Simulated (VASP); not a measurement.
# Bi (Im-3m) in VASP: relaxation of cell and atoms with PBEsol

Aim: the relaxation of cell and atoms of Bi with PBEsol.

Everything below comes from runs of VASP 6.6.1. Logs are shortened: lines on timing, memory, paths and dates and some standing lists are left out, and cuts for length are marked.

## (1) The cell of the first run

It takes space group Im-3m (No. 229, cubic). The conventional cell has a = 3.518 Å, b = 3.518 Å, c = 3.518 Å, α = 90.00°, β = 90.00°, γ = 90.00°. Within 4.0 Å of Bi (site symmetry m-3m) lie 14 Bi at 3.05 to 3.52 Å.

This isn't the form of Bi at room conditions, which is rhombohedral.

## (2) Relaxation of cell and atoms, PBEsol, non-collinear spin, zero start, spin-orbit coupling, target pressure 79.14 GPa, at which the enthalpy is minimised

The input, INCAR:

```
ALGO = Fast ; EDIFF = 1E-6
EDIFFG = -0.01 ; ENCUT = 600
GGA = PS ; GGA_COMPAT = False
IBRION = 2 ; ISIF = 3
ISMEAR = 0 ; KPAR = 4
LASPH = True ; LCHARG = False
LORBIT = 11 ; LORBMOM = True
LREAL = False ; LSORBIT = True
LWAVE = False ; MAGMOM = 0 0 0
NELM = 150 ; NSW = 80
PREC = Accurate ; PSTRESS = 791.4
SIGMA = 0.05
```

The input, KPOINTS:

```
k-points
0
Gamma
  20 20 20
```

The input, POSCAR:

```
Bi
1.0
   -1.7589355430      1.7589355430      1.7589355430
    1.7589355430     -1.7589355430      1.7589355430
    1.7589355430      1.7589355430     -1.7589355430
Bi
1
Direct
    0.0000000000      0.0000000000      0.0000000000
```

Potentials or basis: VASP PAW PBE potentials, release 64 (Bi_d).

Started as:

```sh
> cat potpaw_PBE.64/Bi_d/POTCAR > POTCAR
> mpirun -np 4 vasp_ncl > vasp.out
```

OUTCAR:

```text
EDIFF = 1E-6
   EDIFFG = -0.01
   ENCUT = 600
   GGA = PS
   IBRION = 2
   ISIF = 3
   ISMEAR = 0
   LASPH = True
   LORBIT = 11
   LREAL = False
   LSORBIT = True
   NELM = 150
   NSW = 80
   PREC = Accurate
   PSTRESS = 791.4

 ion  position               nearest neighbor table
   1  0.000  0.000  0.000-

  LATTYP: Found a body centered cubic cell.
 ALAT       =     3.5178710860

  Lattice vectors:

 A1 = (  -1.7589355430,   1.7589355430,   1.7589355430)
 A2 = (   1.7589355430,  -1.7589355430,   1.7589355430)
 A3 = (   1.7589355430,   1.7589355430,  -1.7589355430)

Analysis of symmetry for initial positions (statically):
=====================================================================
 Subroutine PRICEL returns:
 Original cell was already a primitive cell.

 Routine SETGRP: Setting up the symmetry group for a
 body centered cubic supercell.

 Subroutine GETGRP returns: Found 48 space group operations
 (whereof 48 operations were pure point group operations)
 out of a pool of 48 trial point group operations.

The static configuration has the point symmetry O_h .

Analysis of symmetry for dynamics (positions and initial velocities):
=====================================================================
 Subroutine PRICEL returns:
 Original cell was already a primitive cell.

 Routine SETGRP: Setting up the symmetry group for a
 body centered cubic supercell.

 Subroutine GETGRP returns: Found 48 space group operations
 (whereof 48 operations were pure point group operations)
 out of a pool of 48 trial point group operations.

The dynamic configuration has the point symmetry O_h .

Analysis of structural, dynamic, and magnetic symmetry:
=====================================================================
 Subroutine PRICEL returns:
 Original cell was already a primitive cell.

 Routine SETGRP: Setting up the symmetry group for a
 body centered cubic supercell.

 Subroutine GETGRP returns: Found 48 space group operations
 (whereof 48 operations were pure point group operations)
 out of a pool of 48 trial point group operations.

The overall configuration has the point symmetry O_h .

 Subroutine INISYM returns: Found 48 space group operations
 (whereof 48 operations are pure point group operations),
 and found     1 'primitive' translations

----------------------------------------------------------------------------------------

                                     Primitive cell

  volume of cell :      21.7676

  direct lattice vectors                    reciprocal lattice vectors
    -1.758935543  1.758935543  1.758935543     0.000000000  0.284262833  0.284262833
     1.758935543 -1.758935543  1.758935543     0.284262833  0.000000000  0.284262833
     1.758935543  1.758935543 -1.758935543     0.284262833  0.284262833  0.000000000

  length of vectors
     3.046565728  3.046565728  3.046565728     0.402008353  0.402008353  0.402008353

  position of ions in fractional coordinates (direct lattice)
     0.000000000  0.000000000  0.000000000

  ion indices of the primitive-cell ions
   primitive index   ion index
                 1           1

----------------------------------------------------------------------------------------

 KPOINTS: k-points

Automatic generation of k-mesh.
 Grid dimensions read from file:
 generate k-points for:   20   20   20

 Generating k-lattice:

  Cartesian coordinates                     Fractional coordinates (reciprocal lattice)
     0.000000000  0.014213142  0.014213142     0.050000000  0.000000000  0.000000000
     0.014213142  0.000000000  0.014213142     0.000000000  0.050000000  0.000000000
     0.014213142  0.014213142  0.000000000     0.000000000  0.000000000  0.050000000

  Length of vectors
     0.020100418  0.020100418  0.020100418

  Shift w.r.t. Gamma in fractional coordinates (k-lattice)
     0.000000000  0.000000000  0.000000000

 Subroutine IBZKPT returns following result:
 ===========================================

[... 49 lines left out ...]
   EDIFFG = -.1E-01   stopping-criterion for IOM
   NSW    =     80    number of steps for IOM
   IBRION =      2    ionic relax: 0-MD 1-quasi-New 2-CG
   NFREE  =      1    steps in history (QN), initial steepest desc. (CG)
   ISIF   =      3    stress and relaxation
   ISYM   =      2    0-nonsym 1-usesym 2-fastsym
   POTIM  = 0.5000    time-step for ionic-motion
   TEBEG  =    0.0;   TEEND  =   0.0 temperature during run
   PSTRESS=  791.4 pullay stress
   NELECT =      15.0000    total number of electrons
   NUPDOWN=      -1.0000    fix difference up-down
   EMIN   =  10.00;   EMAX   =-10.00  energy-range for DOS
   EFERMI =   0.00;   METHOD = LEGACY
   ISMEAR =     0;   SIGMA  =   0.05  broadening in eV -4-tet -1-fermi 0-gaus
   EFERMI_NEDOS =   21; number of points for ismear=-14 and -15
   IALGO  =     68    algorithm
   IMIX   =      4    mixing-type and parameters
     AMIX     =   0.40;   BMIX     =  1.00
     AMIX_MAG =   1.60;   BMIX_MAG =  1.00
  volume/ion in A,a.u.               =      21.77       146.89
  Fermi-wavevector in a.u.,A,eV,Ry     =   1.446001  2.732546 28.448688  2.090920
  Thomas-Fermi vector in A             =   2.564119
   LORBIT       =     11    0 simple, 1 ext, 2 COOP (PROOUT), +10 PAW based schemes
   GGA     = PS    functional components
   LHFCALC =     F    Hartree Fock is set to
   AEXX    =    0.0000 exact exchange contribution
   IVDW    =     0    specifies the selected vdW correction
   LEPSILON=     F    determine dielectric tensor
   LRPA    =     F    only Hartree local field effects (RPA)
 conjugate gradient relaxation of ions
 RMM-DIIS sequential band-by-band and
 Gauss-broadening in eV      SIGMA  =   0.05
  energy-cutoff  :      600.00
  volume of cell :       21.77
 maximum number of plane-waves:      1480
   NGX = 13   NGY = 13   NGZ = 13

--------------------------------------- Ionic step        1  -------------------------------------------

 number of electron      14.9999998 magnetization       0.0000000      0.0000000      0.0000000

 number of electron      14.9999998 magnetization      -0.0000000     -0.0000000     -0.0000000

 Free energy of the ion-electron system (eV)
  ---------------------------------------------------
  ext. energy  EPLUGINS =         0.00000000
  ---------------------------------------------------
  free energy    TOTEN  =        -4.21270537 eV

  energy without entropy =       -4.21190234  energy(sigma->0) =       -4.21230386

------------------------ aborting loop because EDIFF is reached ----------------------------------------

  FORCE on cell =-STRESS in cart. coord.  units (eV):
  Direction    XX          YY          ZZ          XY          YZ          ZX
  --------------------------------------------------------------------------------------
  -------------------------------------------------------------------------------------
  Total        5.5760467      5.5760467      5.5760467      0.0000000      0.0000000      0.0000000
  in kB      410.4187738    410.4187738    410.4187738      0.0000000      0.0000000      0.0000000
  external PRESSURE =    -380.9812262 kB  Pullay stress =     791.4000000 kB
[... 235 lines left out ...]
 number of electron      14.9999997 magnetization       0.0000000     -0.0000000      0.0000000

 number of electron      14.9999997 magnetization      -0.0000000     -0.0000000     -0.0000000

 Free energy of the ion-electron system (eV)
  ---------------------------------------------------
  ext. energy  EPLUGINS =         0.00000000
  ---------------------------------------------------
  free energy    TOTEN  =        -3.22324431 eV

  energy without entropy =       -3.22274052  energy(sigma->0) =       -3.22299241

 E-fermi :  15.5419     XC(G=0): -12.9964

 val. band max:       15.5030561584   @ k =  -0.3000   0.4000   0.1000
 cond. band min:      15.5459671813   @ k =   0.3000   0.1500  -0.0000
 fundamental gap:      0.0429110228
 Fermi energy:        15.5419346336

 k-point     1 :       0.0000    0.0000    0.0000
  band No.  band energies     occupation
      1      -9.8420      1.00000
      2      -9.8420      1.00000
      3      -9.8420      1.00000
      4      -9.8420      1.00000
      5      -7.1676      1.00000
      6      -7.1676      1.00000
[... 589 lines left out ...]
     21      34.5618      0.00000
     22      36.5691      0.00000

 [... further k-points ...]
[... 5 lines left out ...]
  --------------------------------------------------------------------------------------
  -------------------------------------------------------------------------------------
  Total        9.4024220      9.4024220      9.4024220      0.0000000     -0.0000000      0.0000000
  in kB      791.1586758    791.1586758    791.1586758      0.0000000     -0.0000000      0.0000000
  external PRESSURE =      -0.2413242 kB  Pullay stress =     791.4000000 kB
[... 20 lines left out ...]
  energy  without entropy=       -3.2227405210  energy(sigma->0) =       -3.22299241

  enthalpy is  TOTEN    =         6.1820457018 eV   P V=        9.4052900095

 reached required accuracy - stopping structural energy minimisation

 orbital moment (x)

 # of ion     p       d       tot
 ----------------------------------------
  1         0.000   0.000   0.000
 ----------------------------------------
            0.000   0.000   0.000

 orbital moment (y)

 # of ion     p       d       tot
 ----------------------------------------
  1         0.000   0.000   0.000
 ----------------------------------------
            0.000   0.000   0.000

 orbital moment (z)

 # of ion     p       d       tot
 ----------------------------------------
  1         0.000   0.000   0.000
 ----------------------------------------
            0.000   0.000   0.000

 Spin-Orbit-Coupling matrix elements

 Ion:    1  E_soc:     -1.6016357
 l=   1
     0.0000000    -0.1989895    -0.1989895
    -0.1989895     0.0000000    -0.1989895
    -0.1989895    -0.1989895     0.0000000
 l=   2
     0.0000000    -0.0135127     0.0000000    -0.0135127    -0.0544371
    -0.0135127     0.0000000    -0.0408278    -0.0135127    -0.0136093
     0.0000000    -0.0408278     0.0000000    -0.0408278     0.0000000
    -0.0135127    -0.0135127    -0.0408278     0.0000000    -0.0136093
    -0.0544371    -0.0136093     0.0000000    -0.0136093     0.0000000
 l=   3
     0.0000000     0.0000000     0.0000000     0.0000000     0.0000000     0.0000000     0.0000000
     0.0000000     0.0000000     0.0000000     0.0000000     0.0000000     0.0000000     0.0000000
     0.0000000     0.0000000     0.0000000     0.0000000     0.0000000     0.0000000     0.0000000
     0.0000000     0.0000000     0.0000000     0.0000000     0.0000000     0.0000000     0.0000000
     0.0000000     0.0000000     0.0000000     0.0000000     0.0000000     0.0000000     0.0000000
     0.0000000     0.0000000     0.0000000     0.0000000     0.0000000     0.0000000     0.0000000
     0.0000000     0.0000000     0.0000000     0.0000000     0.0000000     0.0000000     0.0000000

 total charge

# of ion       s       p       d       tot
------------------------------------------
    1        1.549   1.643  10.039  13.231

 magnetization (x)

# of ion       s       p       d       tot
------------------------------------------
    1       -0.000   0.000   0.000  -0.000

 magnetization (y)

# of ion       s       p       d       tot
------------------------------------------
    1       -0.000   0.000   0.000  -0.000

 magnetization (z)

# of ion       s       p       d       tot
------------------------------------------
    1       -0.000   0.000  -0.000  -0.000
```

Wall time 22 min (4 MPI ranks of Oxide Virtual Turin-like, shared host); peak memory 0.36 GiB.

What came out:

```yaml
Free_energy: -3.2232 eV
Relaxed_volume: 19.04 Å³/atom
Relaxed_cell: a = 2.914 Å, b = 2.914 Å, c = 2.914 Å, α = 109.47°, β = 109.47°, γ = 109.47°
Space_group_after_relaxing_to_0.1_Å: Im-3m (No. 229)
Energy_change_on_relaxing_the_run_minimises_the_enthalpy: +989.5 meV/atom
Ionic_steps: 7
Pressure_after_relaxing: 79.1 GPa
Net_moment: 0.00 μB per cell
Valence_electrons_inside_the_program's_atomic_spheres: Bi 13.23
```

Step by step:
| step | energy change (eV) | largest force (eV/Å) | pressure (GPa) | volume (Å³) |
| --- | --- | --- | --- | --- |
| 1 | 0.0000 | 0.0000 | 41.04 | 21.77 |
| 2 | 23.3730 | 0.0000 | 1109.59 | 9.19 |
| 3 | 7.1604 | 0.0000 | 72.03 | 19.86 |
| 4 | 0.7072 | 0.0000 | 68.30 | 19.66 |
| 5 | 6.2759 | 0.0000 | 290.04 | 13.77 |
| 6 | 0.9067 | 0.0000 | 76.01 | 19.21 |
| 7 | 0.9895 | 0.0000 | 79.12 | 19.04 |

Final structure:
```
CELL_PARAMETERS angstrom
-1.68219 1.68219 1.68219
1.68219 -1.68219 1.68219
1.68219 1.68219 -1.68219
ATOMIC_POSITIONS crystal
Bi 0.00000 0.00000 0.00000
```

Moments on the atoms (μB; x, y, z):
```
Bi  0.00 0.00 0.00
```

Caveat: the cell is relaxed towards a set pressure, so the run minimises the enthalpy, not the energy; the PAW data sets were made with another functional, which shifts forces and pressure a little.
